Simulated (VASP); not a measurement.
# ZnC2 (I4_1/amd) in VASP: notebook

ZnC2 is run at these levels: PBE; tasks: single point, relaxation of cell and atoms.

Everything below comes from runs of VASP 6.6.1. Logs are shortened: lines on timing, memory, paths and dates and some standing lists are left out, and cuts for length are marked.

**1. The cell of the first run**

Symmetry: I4_1/amd, No. 141, tetragonal system. Conventional cell: a = 3.624 Å, b = 3.624 Å, c = 8.128 Å, α = 90.00°, β = 90.00°, γ = 90.00°. Within 2.9 Å of Zn (site symmetry -4m2) lie 12 C at 2.22 to 2.67 Å and 4 Zn at 2.72 Å. Within 2.0 Å of C (site symmetry 2mm) lie 3 C at 1.50 to 1.89 Å.

**2. Single point, PBE**

The input, INCAR:

```
PREC     = Accurate       # precision mode
ENCUT    = 600            # plane-wave cutoff, eV
EDIFF    = 1E-6           # SCF threshold, eV
ISMEAR   = 0              # smearing method
SIGMA    = 0.1            # smearing width, eV
LREAL    = F              # projectors in reciprocal space
LASPH    = T              # aspherical terms in the spheres
NELM     = 120            # most SCF steps
ALGO     = Normal         # electronic algorithm
ISIF     = 2              # what is computed and relaxed
LWAVE    = F              # write WAVECAR
LCHARG   = F              # write CHGCAR
GGA      = PE             # functional
NBANDS   = 29             # bands
GGA_COMPAT= F
```

The input, KPOINTS:

```
regular mesh
0
Gamma
  8 8 8
```

The input, POSCAR:

```
ZnC2
1.0
   -1.8120655971      1.8120655971      4.0640476529
    1.8120655971     -1.8120655971      4.0640476529
    1.8120655971      1.8120655971     -4.0640476529
Zn C
2 4
Direct
    0.0000000000      0.0000000000      0.0000000000
    0.7500000000      0.2500000000      0.5000000000
    0.4079849616      0.4079849616      0.0000000000
    0.1579849616      0.6579849616      0.5000000000
    0.3420150384      0.8420150384      0.5000000000
    0.5920150384      0.5920150384      0.0000000000
```

Potentials or basis: VASP PAW PBE potentials, release 64 (Zn, C).

Run with:

```bash
$ cat potpaw_PBE.64/Zn/POTCAR potpaw_PBE.64/C/POTCAR > POTCAR
$ mpirun -np 1 vasp_std > vasp.out
```

OUTCAR:

```text
PREC = Accurate
   ENCUT = 600
   EDIFF = 1E-6
   ISMEAR = 0
   LREAL = F
   LASPH = T
   NELM = 120
   ISIF = 2
   GGA = PE

 ion  position               nearest neighbor table
   1  0.000  0.000  0.000-   4 2.22   5 2.22   4 2.22   5 2.22   2 2.72   2 2.72   2 2.72   2 2.72

   2  0.750  0.250  0.500-   3 2.22   6 2.22   3 2.22   6 2.22   1 2.72   1 2.72   1 2.72   1 2.72

   3  0.408  0.408  0.000-   6 1.50   5 1.89   5 1.89   2 2.22   2 2.22
   4  0.158  0.658  0.500-   5 1.50   6 1.89   6 1.89   1 2.22   1 2.22
   5  0.342  0.842  0.500-   4 1.50   3 1.89   3 1.89   1 2.22   1 2.22
   6  0.592  0.592  0.000-   3 1.50   4 1.89   4 1.89   2 2.22   2 2.22

  LATTYP: Found a body centered tetragonal cell.
 ALAT       =     3.6241311942
 C/A-ratio  =     2.2427707139

  Lattice vectors:

 A1 = (  -1.8120655971,   1.8120655971,   4.0640476529)
 A2 = (   1.8120655971,  -1.8120655971,   4.0640476529)
 A3 = (   1.8120655971,   1.8120655971,  -4.0640476529)

Analysis of symmetry for initial positions (statically):
=====================================================================
 Subroutine PRICEL returns:
 Original cell was already a primitive cell.

 Routine SETGRP: Setting up the symmetry group for a
 body centered tetragonal supercell.

 Subroutine GETGRP returns: Found 16 space group operations
 (whereof  8 operations were pure point group operations)
 out of a pool of 16 trial point group operations.

The static configuration has the point symmetry D_2d.
 The point group associated with its full space group is D_4h.

Analysis of symmetry for dynamics (positions and initial velocities):
=====================================================================
 Subroutine PRICEL returns:
 Original cell was already a primitive cell.

 Routine SETGRP: Setting up the symmetry group for a
 body centered tetragonal supercell.

 Subroutine GETGRP returns: Found 16 space group operations
 (whereof  8 operations were pure point group operations)
 out of a pool of 16 trial point group operations.

The dynamic configuration has the point symmetry D_2d.
 The point group associated with its full space group is D_4h.

 Subroutine INISYM returns: Found 16 space group operations
 (whereof  8 operations are pure point group operations),
 and found     1 'primitive' translations

----------------------------------------------------------------------------------------

                                     Primitive cell

  volume of cell :      53.3785

  direct lattice vectors                    reciprocal lattice vectors
    -1.812065597  1.812065597  4.064047653     0.000000000  0.275928201  0.123030053
     1.812065597 -1.812065597  4.064047653     0.275928201  0.000000000  0.123030053
     1.812065597  1.812065597 -4.064047653     0.275928201  0.275928201  0.000000000

  length of vectors
     4.804544389  4.804544389  4.804544389     0.302113830  0.302113830  0.390221404

  position of ions in fractional coordinates (direct lattice)
     0.000000000  0.000000000  0.000000000
     0.750000000  0.250000000  0.500000000
     0.407984962  0.407984962  0.000000000
     0.157984962  0.657984962  0.500000000
     0.342015038  0.842015038  0.500000000
     0.592015038  0.592015038  0.000000000

  ion indices of the primitive-cell ions
   primitive index   ion index
                 1           1
                 2           2
                 3           3
                 4           4
                 5           5
                 6           6

----------------------------------------------------------------------------------------

 KPOINTS: regular mesh

Automatic generation of k-mesh.
 Grid dimensions read from file:
 generate k-points for:    8    8    8

 Generating k-lattice:

  Cartesian coordinates                     Fractional coordinates (reciprocal lattice)
     0.000000000  0.034491025  0.015378757     0.125000000  0.000000000  0.000000000
     0.034491025  0.000000000  0.015378757     0.000000000  0.125000000  0.000000000
     0.034491025  0.034491025  0.000000000     0.000000000  0.000000000  0.125000000

  Length of vectors
     0.037764229  0.037764229  0.048777675

  Shift w.r.t. Gamma in fractional coordinates (k-lattice)
     0.000000000  0.000000000  0.000000000

 Subroutine IBZKPT returns following result:
 ===========================================

 Found     59 irreducible k-points:

 Following reciprocal coordinates:
            Coordinates               Weight
  0.000000  0.000000  0.000000      1.000000
  0.125000  0.000000  0.000000      8.000000
  0.250000  0.000000  0.000000      8.000000
  0.375000  0.000000  0.000000      8.000000
  0.500000  0.000000  0.000000      4.000000
  0.125000  0.125000  0.000000      8.000000
[... 16 lines left out ...]
  0.250000  0.125000  0.125000     16.000000
  0.375000  0.125000  0.125000      8.000000
 [... further k-points ...]
   k-points           NKPTS =     59   k-points in BZ     NKDIM =     59   number of bands    NBANDS=     29
   number of dos      NEDOS =    301   number of ions     NIONS =      6
   total plane-waves  NPLWV =  64000
   dimension x,y,z NGX =    40 NGY =   40 NGZ =   40
   dimension x,y,z NGXF=    80 NGYF=   80 NGZF=   80
   ions per type =               2   4
   NGX,Y,Z   is equivalent  to a cutoff of  13.84, 13.84, 13.84 a.u.
   NGXF,Y,Z  is equivalent  to a cutoff of  27.68, 27.68, 27.68 a.u.
 SYSTEM =  unknown system
   PREC   = accura    normal or accurate (medium, high low for compatibility)
   ISTART =      0    job   : 0-new  1-cont  2-samecut
   ICHARG =      2    charge: 1-file 2-atom 10-const
   ISPIN  =      1    spin polarized calculation?
   LNONCOLLINEAR =      F non collinear calculations
   LSORBIT =      F    spin-orbit coupling
   LASPH  =      T    aspherical Exc in radial PAW
   ENCUT  =  600.0 eV  44.10 Ry    6.64 a.u.   9.60  9.60  9.60*2*pi/ulx,y,z
   NELM   =    120;   NELMIN=  2; NELMDL= -5     # of ELM steps
   EDIFF  = 0.1E-05   stopping-criterion for ELM
   LREAL  =      F    real-space projection
   EDIFFG = 0.1E-04   stopping-criterion for IOM
   NSW    =      0    number of steps for IOM
   IBRION =     -1    ionic relax: 0-MD 1-quasi-New 2-CG
   NFREE  =      0    steps in history (QN), initial steepest desc. (CG)
   ISIF   =      2    stress and relaxation
   ISYM   =      2    0-nonsym 1-usesym 2-fastsym
   POTIM  = 0.5000    time-step for ionic-motion
   TEBEG  =    0.0;   TEEND  =   0.0 temperature during run
   PSTRESS=    0.0 pullay stress
   NELECT =      40.0000    total number of electrons
   NUPDOWN=      -1.0000    fix difference up-down
   EMIN   =  10.00;   EMAX   =-10.00  energy-range for DOS
   EFERMI =   0.00;   METHOD = LEGACY
   ISMEAR =     0;   SIGMA  =   0.10  broadening in eV -4-tet -1-fermi 0-gaus
   EFERMI_NEDOS =   21; number of points for ismear=-14 and -15
   IALGO  =     38    algorithm
   IMIX   =      4    mixing-type and parameters
     AMIX     =   0.40;   BMIX     =  1.00
     AMIX_MAG =   1.60;   BMIX_MAG =  1.00
  volume/ion in A,a.u.               =       8.90        60.04
  Fermi-wavevector in a.u.,A,eV,Ry     =   1.486983  2.809990 30.084086  2.211118
  Thomas-Fermi vector in A             =   2.600201
   LORBIT       =      0    0 simple, 1 ext, 2 COOP (PROOUT), +10 PAW based schemes
   GGA     = PE    functional components
   LHFCALC =     F    Hartree Fock is set to
   AEXX    =    0.0000 exact exchange contribution
   IVDW    =     0    specifies the selected vdW correction
   LEPSILON=     F    determine dielectric tensor
   LRPA    =     F    only Hartree local field effects (RPA)
 non-spin polarized calculation
 Gauss-broadening in eV      SIGMA  =   0.10
  energy-cutoff  :      600.00
  volume of cell :       53.38
 maximum number of plane-waves:      1806
 NGX is ok and might be reduce to    40
   NGX = 19   NGY = 19   NGZ = 19

 number of electron      39.9999996 magnetization

 Free energy of the ion-electron system (eV)
  ---------------------------------------------------
  ext. energy  EPLUGINS =         0.00000000
  ---------------------------------------------------
  free energy    TOTEN  =       -29.11538831 eV

  energy without entropy =      -29.10625638  energy(sigma->0) =      -29.11082235

 E-fermi :   6.0893     XC(G=0): -12.4847

 val. band max:        6.0843056069   @ k =  -0.3750  -0.3750   0.1250
 cond. band min:       6.1295233836   @ k =   0.5000   0.5000   0.2500
 fundamental gap:      0.0452177767
 Fermi energy:         6.0893413736

 k-point     1 :       0.0000    0.0000    0.0000
  band No.  band energies     occupation
      1     -11.5583      2.00000
      2      -6.4065      2.00000
      3      -4.8763      2.00000
      4      -1.9812      2.00000
      5      -1.9643      2.00000
      6      -1.9643      2.00000
[... 21 lines left out ...]
     28      14.7834      0.00000
     29      14.8968      0.00000

 k-point     2 :       0.1250    0.0000    0.0000
  band No.  band energies     occupation
      1     -11.4171      2.00000
      2      -6.6614      2.00000
      3      -4.6903      2.00000
      4      -2.4211      2.00000
      5      -2.0306      2.00000
      6      -1.8245      2.00000
[... 21 lines left out ...]
     28      15.0424      0.00000
     29      15.3122      0.00000

 k-point     3 :       0.2500    0.0000    0.0000
  band No.  band energies     occupation
      1     -11.0176      2.00000
      2      -7.2013      2.00000
      3      -4.5336      2.00000
      4      -3.1005      2.00000
      5      -2.1589      2.00000
      6      -1.7636      2.00000
[... 638 lines left out ...]
      5      -2.2385      2.00000
      6      -1.9866      2.00000
[... 21 lines left out ...]
     28      14.3214      0.00000
     29      14.5384      0.00000

 k-point    24 :       0.3750    0.1250    0.1250
  band No.  band energies     occupation
      1      -9.7326      2.00000
      2      -8.2153      2.00000
      3      -4.5935      2.00000
      4      -3.9324      2.00000
      5      -2.0985      2.00000
      6      -1.8239      2.00000
[... 21 lines left out ...]
     28      14.3073      0.00000
     29      14.7284      0.00000

 [... further k-points ...]

------------------------ aborting loop because EDIFF is reached ----------------------------------------

  FORCE on cell =-STRESS in cart. coord.  units (eV):
  Direction    XX          YY          ZZ          XY          YZ          ZX
  --------------------------------------------------------------------------------------
  -------------------------------------------------------------------------------------
  Total        0.0932403      0.0932403      0.1678089      0.0000000     -0.0000000      0.0000000
  in kB        2.7986452      2.7986452      5.0368492      0.0000000     -0.0000000      0.0000000
  external PRESSURE =       3.5447132 kB  Pullay stress =       0.0000000 kB

 VOLUME and BASIS-vectors are now :
 -----------------------------------------------------------------------------
  energy-cutoff  :      600.00
  volume of cell :       53.38
      direct lattice vectors                 reciprocal lattice vectors
    -1.812065597  1.812065597  4.064047653     0.000000000  0.275928201  0.123030053
     1.812065597 -1.812065597  4.064047653     0.275928201  0.000000000  0.123030053
     1.812065597  1.812065597 -4.064047653     0.275928201  0.275928201  0.000000000

 POSITION                                       TOTAL-FORCE (eV/Angst)
 -----------------------------------------------------------------------------------
      0.00000      0.00000      0.00000        -0.000000     -0.000000      0.000000
      0.00000      1.81207      2.03202        -0.000000     -0.000000     -0.000000
      0.00000      0.00000      3.31614         0.000000      0.000000     -0.028869
      1.81207     -0.00000      1.28412         0.000000      0.000000     -0.028869
      1.81207      0.00000      2.77993        -0.000000     -0.000000      0.028869
      0.00000      0.00000      4.81195        -0.000000     -0.000000      0.028869
 -----------------------------------------------------------------------------------
    total drift:                                0.000000     -0.000000     -0.000000

  FREE ENERGIE OF THE ION-ELECTRON SYSTEM (eV)
  ---------------------------------------------------
  free  energy   TOTEN  =       -29.1153883116 eV

  energy  without entropy=      -29.1062563837  energy(sigma->0) =      -29.11082235
```

Run time: 56 s. Hardware: 1 thread of Intel Xeon 6975P-C (Granite Rapids), shared host; peak memory 0.28 GiB.

Results:

- Free energy: -29.1154 eV
- Pressure: 0.4 GPa
- Largest force: 0.029 eV/Å
- Band gap on the k mesh: zero (bands 20 and 21 overlap by 0.17 eV)

Forces on the atoms (eV/Å):
```
Zn   0.000  0.000  0.000
Zn   0.000  0.000  0.000
C    0.000  0.000 -0.029
C    0.000  0.000 -0.029
C    0.000  0.000  0.029
C    0.000  0.000  0.029
```

[end of part 1 of 2]

The gap in the log of VASP goes by the Fermi energy; the results here count the filled bands.